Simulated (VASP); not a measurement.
# SiO2 (P6_422) in VASP: notebook

The runs below take SiO2 through relaxation of cell and atoms, single point, with PBE.

All numbers are computed with VASP 6.6.1; they aren't measurements. Logs are shortened: lines on timing, memory, paths and dates and some standing lists are left out, and cuts for length are marked.

### Step 1. The cell of the first run

The structure is hexagonal, space group P6_422 (No. 181). The conventional cell has a = 4.812 Å, b = 4.812 Å, c = 5.377 Å, α = 90.00°, β = 90.00°, γ = 120.00°. Si (site symmetry 222) has 4 O at 1.56 Å within 2.1 Å. O (site symmetry 2) has 2 Si at 1.56 Å within 2.1 Å.

### Step 2. Relaxation of cell and atoms, PBE, target pressure 25 GPa, at which the enthalpy is minimised

INCAR reads:

```
PREC = Accurate
ENCUT = 600
EDIFF = 1E-7
ISMEAR = 0
SIGMA = 0.02
LREAL = F
LASPH = T
NELM = 100
ALGO = Normal
ISIF = 3
LWAVE = F
LCHARG = F
GGA = PE
IBRION = 2
NSW = 70
EDIFFG = -0.008
PSTRESS = 250.0
```

KPOINTS reads:

```
Automatic mesh
0
Gamma
  6 6 4
```

POSCAR reads:

```
SiO2
1.0
    4.8123353840      0.0000000000      0.0000000000
   -2.4061676920      4.1676046941      0.0000000000
    0.0000000000      0.0000000000      5.3767063941
Si O
3 6
Direct
    0.0000000000      0.5000000000      0.3333333333
    0.5000000000      0.5000000000      0.6666666667
    0.5000000000      0.0000000000      0.0000000000
    0.5988077031      0.7994038515      0.8333333333
    0.7994038515      0.5988077031      0.5000000000
    0.7994038515      0.2005961485      0.1666666667
    0.4011922969      0.2005961485      0.8333333333
    0.2005961485      0.4011922969      0.5000000000
    0.2005961485      0.7994038515      0.1666666667
```

Potentials or basis: VASP PAW PBE potentials, release 64 (Si, O).

Launch:

```sh
cat potpaw_PBE.64/Si/POTCAR potpaw_PBE.64/O/POTCAR > POTCAR
mpirun -np 1 vasp_std > vasp.out
```

OUTCAR:

```text
PREC = Accurate
   ENCUT = 600
   EDIFF = 1E-7
   ISMEAR = 0
   LREAL = F
   LASPH = T
   NELM = 100
   ISIF = 3
   GGA = PE
   IBRION = 2
   NSW = 70
   EDIFFG = -0.008
   PSTRESS = 250.0

 ion  position               nearest neighbor table
   1  0.000  0.500  0.333-   6 1.56   9 1.56   8 1.56   5 1.56   3 3.00   3 3.00   2 3.00   2 3.00

   2  0.500  0.500  0.667-   4 1.56   7 1.56   5 1.56   8 1.56   3 3.00   3 3.00   1 3.00   1 3.00

   3  0.500  0.000  0.000-   6 1.56   9 1.56   7 1.56   4 1.56   1 3.00   2 3.00   2 3.00   1 3.00

   4  0.599  0.799  0.833-   2 1.56   3 1.56
   5  0.799  0.599  0.500-   2 1.56   1 1.56
   6  0.799  0.201  0.167-   1 1.56   3 1.56
   7  0.401  0.201  0.833-   2 1.56   3 1.56
   8  0.201  0.401  0.500-   2 1.56   1 1.56
   9  0.201  0.799  0.167-   1 1.56   3 1.56

  LATTYP: Found a hexagonal cell.
 ALAT       =     4.8123353840
 C/A-ratio  =     1.1172759097

  Lattice vectors:

 A1 = (   4.8123353840,   0.0000000000,   0.0000000000)
 A2 = (  -2.4061676920,   4.1676046941,   0.0000000000)
 A3 = (   0.0000000000,   0.0000000000,   5.3767063941)

Analysis of symmetry for initial positions (statically):
=====================================================================
 Subroutine PRICEL returns:
 Original cell was already a primitive cell.

 Routine SETGRP: Setting up the symmetry group for a
 hexagonal supercell.

 Subroutine GETGRP returns: Found 12 space group operations
 (whereof  4 operations were pure point group operations)
 out of a pool of 24 trial point group operations.

The static configuration has the point symmetry D_2 .
 The point group associated with its full space group is D_6 .

Analysis of symmetry for dynamics (positions and initial velocities):
=====================================================================
 Subroutine PRICEL returns:
 Original cell was already a primitive cell.

 Routine SETGRP: Setting up the symmetry group for a
 hexagonal supercell.

 Subroutine GETGRP returns: Found 12 space group operations
 (whereof  4 operations were pure point group operations)
 out of a pool of 24 trial point group operations.

The dynamic configuration has the point symmetry D_2 .
 The point group associated with its full space group is D_6 .

 Subroutine INISYM returns: Found 12 space group operations
 (whereof  4 operations are pure point group operations),
 and found     1 'primitive' translations

[... 100 lines left out ...]
   LSORBIT =      F    spin-orbit coupling
   LASPH  =      T    aspherical Exc in radial PAW
   ENCUT  =  600.0 eV  44.10 Ry    6.64 a.u.   9.61  9.61 10.74*2*pi/ulx,y,z
   NELM   =    100;   NELMIN=  2; NELMDL= -5     # of ELM steps
   EDIFF  = 0.1E-06   stopping-criterion for ELM
   LREAL  =      F    real-space projection
   EDIFFG = -.8E-02   stopping-criterion for IOM
   NSW    =     70    number of steps for IOM
   IBRION =      2    ionic relax: 0-MD 1-quasi-New 2-CG
   NFREE  =      1    steps in history (QN), initial steepest desc. (CG)
   ISIF   =      3    stress and relaxation
   ISYM   =      2    0-nonsym 1-usesym 2-fastsym
   POTIM  = 0.5000    time-step for ionic-motion
   TEBEG  =    0.0;   TEEND  =   0.0 temperature during run
   PSTRESS=  250.0 pullay stress
   NELECT =      48.0000    total number of electrons
   NUPDOWN=      -1.0000    fix difference up-down
   EMIN   =  10.00;   EMAX   =-10.00  energy-range for DOS
   EFERMI =   0.00;   METHOD = LEGACY
   ISMEAR =     0;   SIGMA  =   0.02  broadening in eV -4-tet -1-fermi 0-gaus
   EFERMI_NEDOS =   21; number of points for ismear=-14 and -15
   IALGO  =     38    algorithm
   IMIX   =      4    mixing-type and parameters
     AMIX     =   0.40;   BMIX     =  1.00
     AMIX_MAG =   1.60;   BMIX_MAG =  1.00
  volume/ion in A,a.u.               =      11.98        80.86
  Fermi-wavevector in a.u.,A,eV,Ry     =   1.249978  2.362116 21.258351  1.562445
  Thomas-Fermi vector in A             =   2.383993
   LORBIT       =      0    0 simple, 1 ext, 2 COOP (PROOUT), +10 PAW based schemes
   GGA     = PE    functional components
   LHFCALC =     F    Hartree Fock is set to
   AEXX    =    0.0000 exact exchange contribution
   IVDW    =     0    specifies the selected vdW correction
   LEPSILON=     F    determine dielectric tensor
   LRPA    =     F    only Hartree local field effects (RPA)
 conjugate gradient relaxation of ions
 non-spin polarized calculation
 Gauss-broadening in eV      SIGMA  =   0.02
  energy-cutoff  :      600.00
  volume of cell :      107.83
 maximum number of plane-waves:      3625
 NGX is ok and might be reduce to    40
   NGX = 19   NGY = 19   NGZ = 21

--------------------------------------- Ionic step        1  -------------------------------------------

 number of electron      47.9999976 magnetization

 Free energy of the ion-electron system (eV)
  ---------------------------------------------------
  ext. energy  EPLUGINS =         0.00000000
  ---------------------------------------------------
  free energy    TOTEN  =       -69.66834494 eV

  energy without entropy =      -69.66834494  energy(sigma->0) =      -69.66834494

------------------------ aborting loop because EDIFF is reached ----------------------------------------

  FORCE on cell =-STRESS in cart. coord.  units (eV):
  Direction    XX          YY          ZZ          XY          YZ          ZX
  --------------------------------------------------------------------------------------
  -------------------------------------------------------------------------------------
  Total       20.5989731     20.5989731     21.0314839     -0.0000000      0.0000000      0.0000000
  in kB      306.0535533    306.0535533    312.4796732     -0.0000000      0.0000000      0.0000000
  external PRESSURE =      58.1955933 kB  Pullay stress =     250.0000000 kB
[... 118 lines left out ...]
  energy  without entropy=      -70.1301109874  energy(sigma->0) =      -70.13011099

  enthalpy is  TOTEN    =       -52.9147955772 eV   P V=       17.2153154102

[... ionic steps 4 to 28 ...]

--------------------------------------- Ionic step       29  -------------------------------------------

 number of electron      48.0000009 magnetization

------------------------ aborting loop because EDIFF is reached ----------------------------------------
[... 85 lines left out ...]
--------------------------------------- Ionic step       31  -------------------------------------------

 number of electron      48.0000009 magnetization

 Free energy of the ion-electron system (eV)
  ---------------------------------------------------
  ext. energy  EPLUGINS =         0.00000000
  ---------------------------------------------------
  free energy    TOTEN  =       -69.63507760 eV

  energy without entropy =      -69.63507760  energy(sigma->0) =      -69.63507760

 E-fermi :   1.9924     XC(G=0):  -9.4423

 val. band max:        1.8583311874   @ k =   0.0000   0.0000   0.0000
 cond. band min:       7.5431093455   @ k =   0.0000   0.0000   0.0000
 fundamental gap:      5.6847781581
 Fermi energy:         1.9924063138

 k-point     1 :       0.0000    0.0000    0.0000
  band No.  band energies     occupation
      1     -18.2071      2.00000
      2     -16.6218      2.00000
      3     -16.6218      2.00000
      4     -15.8443      2.00000
      5     -15.8443      2.00000
      6     -15.4919      2.00000
[... 701 lines left out ...]
  energy  without entropy=      -69.6350776050  energy(sigma->0) =      -69.63507760

  enthalpy is  TOTEN    =       -53.0131916104 eV   P V=       16.6218859946

 reached required accuracy - stopping structural energy minimisation
```

OSZICAR:

```text
N       E                     dE             d eps       ncg     rms          rms(c)
DAV:   1     0.356415608377E+03    0.35642E+03   -0.28261E+04  1218   0.173E+03
DAV:   2    -0.584649431834E+02   -0.41488E+03   -0.40065E+03  1613   0.371E+02
DAV:   3    -0.803275097281E+02   -0.21863E+02   -0.21793E+02  1418   0.955E+01
[... 274 lines left out ...]
DAV:   2    -0.696350866738E+02    0.36762E-04   -0.89019E-05  1423   0.640E-02    0.221E-02
DAV:   3    -0.696350790527E+02    0.76212E-05   -0.12160E-05  1391   0.232E-02    0.816E-03
DAV:   4    -0.696350777865E+02    0.12662E-05   -0.33668E-06  1403   0.128E-02    0.191E-03
DAV:   5    -0.696350776393E+02    0.14722E-06   -0.47362E-07  1373   0.438E-03    0.725E-04
DAV:   6    -0.696350776050E+02    0.34264E-07   -0.10846E-08   739   0.767E-04
  31 F= -.53013192E+02 E0= -.53013192E+02  d E =-.191613E-04
```

CONTCAR:

```text
SiO2
   1.00000000000000
     4.6736185734718623    0.0000000000000000   -0.0000000000000000
    -2.3368092867359311    4.0474724128049120    0.0000000000000000
     0.0000000000000000    0.0000000000000000    5.6313654254654377
  Si              O
     3     6
Direct
     0.0000000000000000    0.5000000000000000    0.3333333332999970
     0.5000000000000000    0.5000000000000000    0.6666666667000030
     0.5000000000000000    0.0000000000000000    0.0000000000000000
     0.6192865462466197    0.8096432730732874    0.8333333332999970
     0.8096432730732874    0.6192865462465695    0.5000000000000000
     0.8096432730733373    0.1903567269267127    0.1666666667000030
     0.3807134537533806    0.1903567269267127    0.8333333332999970
     0.1903567269267127    0.3807134537534307    0.5000000000000000
     0.1903567269266626    0.8096432730732873    0.1666666667000030

  0.00000000E+00  0.00000000E+00  0.00000000E+00
  0.00000000E+00  0.00000000E+00  0.00000000E+00
  0.00000000E+00  0.00000000E+00  0.00000000E+00
  0.00000000E+00  0.00000000E+00  0.00000000E+00
  0.00000000E+00  0.00000000E+00  0.00000000E+00
  0.00000000E+00  0.00000000E+00  0.00000000E+00
  0.00000000E+00  0.00000000E+00  0.00000000E+00
  0.00000000E+00  0.00000000E+00  0.00000000E+00
  0.00000000E+00  0.00000000E+00  0.00000000E+00
```

Wall time 22 min (1 thread of Intel Xeon Platinum 8259CL at 2.50GHz (Skylake/Cascade Lake), shared host); peak memory 0.3 GiB.

What came out:

| Item | Value |
| --- | --- |
| Free energy | -69.6351 eV |
| Relaxed volume | 11.84 Å³/atom |
| Relaxed cell | a = 4.674 Å, b = 4.674 Å, c = 5.631 Å, α = 90.00°, β = 90.00°, γ = 120.00° |
| Space group after relaxing (to 0.1 Å) | P6_422 (No. 181) |
| Energy change on relaxing (the run minimises the enthalpy) | +3.7 meV/atom |
| Ionic steps | 31 |
| Pressure after relaxing | 25.0 GPa |
| Largest force after relaxing | 0.005 eV/Å |
| Band gap on the k mesh | 5.68 eV |

Forces on the atoms (eV/Å):
```
Si   0.000  0.000  0.000
Si   0.000  0.000  0.000
Si   0.000  0.000  0.000
O   -0.004 -0.002  0.000
O    0.000 -0.005  0.000
O   -0.004  0.002  0.000
O    0.004  0.002  0.000
O    0.000  0.005  0.000
O    0.004 -0.002  0.000
```

Step by step:
```tsv
step	energy change (eV)	largest force (eV/Å)	pressure (GPa)	volume (Å³)
1	0.0000	0.7320	30.82	107.83
2	-0.9414	0.3378	11.84	114.77
3	-0.4618	0.3201	23.25	110.33
4	-0.3530	0.1874	23.85	109.39
5	-0.1322	0.0487	24.84	107.82
6	-0.0724	0.0110	25.73	107.37
7	0.0779	0.1456	27.71	106.35
8	0.0669	0.1391	27.45	106.40
9	0.0360	0.1197	26.68	106.55
10	-0.0149	0.0822	25.14	106.85
11	-0.0129	0.0840	25.21	106.83
12	-0.0168	0.0737	25.12	106.86
13	-0.0280	0.0431	24.87	106.92
14	-0.0487	0.0182	24.38	107.06
15	-0.0357	0.0210	24.69	106.97
16	-0.0226	0.0211	24.87	106.89
17	-0.0104	0.0213	25.03	106.81
18	-0.0077	0.0213	25.06	106.79
19	-0.0073	0.0151	25.02	106.79
20	-0.0059	0.0040	24.88	106.78
21	0.0013	0.0036	24.95	106.73
22	0.0134	0.0030	25.07	106.65
23	0.0378	0.0014	25.30	106.50
24	0.0212	0.0023	25.14	106.60
25	0.0220	0.0048	25.11	106.60
26	0.0244	0.0113	25.02	106.58
27	0.0297	0.0249	24.83	106.55
28	0.0268	0.0178	24.93	106.57
29	0.0333	0.0104	25.02	106.52
30	0.0382	0.0051	25.09	106.49
31	0.0333	0.0048	25.01	106.52
```

Final structure:
```yaml
crystal:
  lattice:
    - [4.67362, 0.00000, 0.00000]
    - [-2.33681, 4.04747, 0.00000]
    - [0.00000, 0.00000, 5.63137]
  atoms:
    - { symbol: Si, position: [0.00000, 0.50000, 0.33333] }
    - { symbol: Si, position: [0.50000, 0.50000, 0.66667] }
    - { symbol: Si, position: [0.50000, 0.00000, 0.00000] }
    - { symbol: O, position: [0.61929, 0.80964, 0.83333] }
    - { symbol: O, position: [0.80964, 0.61929, 0.50000] }
    - { symbol: O, position: [0.80964, 0.19036, 0.16667] }
    - { symbol: O, position: [0.38071, 0.19036, 0.83333] }
    - { symbol: O, position: [0.19036, 0.38071, 0.50000] }
    - { symbol: O, position: [0.19036, 0.80964, 0.16667] }
```

Caveat: the cell is relaxed towards a set pressure, so the run minimises the enthalpy, not the energy. A k mesh can miss the band edges.

### Step 3. Single point, PBE

This run uses another cell than the first one, of 14.01 Å³/atom.

INCAR reads:

```
SYSTEM = SiO2
PREC     = Accurate       ! precision mode
ENCUT    = 520            ! plane-wave cutoff, eV
EDIFF    = 1E-6           ! SCF threshold, eV
ISMEAR   = 0              ! smearing method
SIGMA    = 0.05           ! smearing width, eV
LREAL    = .False.        ! projectors in reciprocal space
LASPH    = .True.         ! aspherical terms in the spheres
NELM     = 100            ! most SCF steps
ALGO     = Normal         ! electronic algorithm
ISIF     = 2              ! what is computed and relaxed
LWAVE    = .False.        ! write WAVECAR
LCHARG   = .False.        ! write CHGCAR
GGA      = PE             ! functional
NBANDS   = 34             ! bands
```

KPOINTS reads:

```
Automatic mesh
0
Gamma
  6 6 4
  0 0 0
```

POSCAR reads:

```
SiO2
1.0
    5.1053779309      0.0000000000      0.0000000000
   -2.5526889655      4.4213869841      0.0000000000
    0.0000000000      0.0000000000      5.5850467960
Si O
3 6
Direct
    0.0000000000      0.5000000000      0.3333333333
    0.5000000000      0.5000000000      0.6666666667
    0.5000000000      0.0000000000      0.0000000000
    0.5839605948      0.7919802974      0.8333333333
    0.7919802974      0.5839605948      0.5000000000
    0.7919802974      0.2080197026      0.1666666667
    0.4160394052      0.2080197026      0.8333333333
    0.2080197026      0.4160394052      0.5000000000
    0.2080197026      0.7919802974      0.1666666667
```

Potentials or basis: VASP PAW PBE potentials, release 64 (Si, O).

Launch:

```sh
cat potpaw_PBE.64/Si/POTCAR potpaw_PBE.64/O/POTCAR > POTCAR
mpirun -np 1 vasp_std > vasp.out
```

It took 2 min on 1 thread of Intel Xeon 8259CL, shared host; peak memory 0.26 GiB.

The run converged. Its results:

| Property | Result |
| --- | --- |
| Free energy | -71.1259 eV |
| Pressure | 0.1 GPa |
| Largest force | 0.012 eV/Å |
| Band gap on the k mesh | 5.55 eV (least direct gap 5.73 eV) |

Forces on the atoms (eV/Å):
```
Si   0.000  0.000  0.000
Si   0.000  0.000  0.000
Si   0.000  0.000  0.000
O   -0.011 -0.006  0.000
O    0.000 -0.012  0.000
O   -0.011  0.006  0.000
O    0.011  0.006  0.000
O    0.000  0.012  0.000
O    0.011 -0.006  0.000
```

Levels at points of the mesh, in eV from the valence-band top:
| k point | band 20 | band 21 | band 22 | band 23 | band 24 | band 25 | band 26 | band 27 | band 28 | band 29 |
| --- | --- | --- | --- | --- | --- | --- | --- | --- | --- | --- |
| (0.00, 0.00, 0.00) | -0.96 | -0.96 | -0.44 | -0.44 | -0.18 | 5.55 | 8.84 | 8.84 | 9.09 | 9.09 |
| (0.50, 0.00, 0.00) | -1.14 | -1.11 | -0.96 | -0.34 | 0.00 | 7.59 | 8.41 | 9.51 | 9.54 | 9.55 |
| (0.00, 0.00, 0.50) | -1.77 | -1.11 | -0.28 | 0.00 | 0.00 | 7.37 | 7.37 | 8.40 | 9.66 | 9.66 |
| (0.50, 0.00, 0.50) | -1.28 | -0.88 | -0.70 | -0.67 | -0.33 | 8.25 | 8.85 | 9.20 | 9.37 | 9.73 |
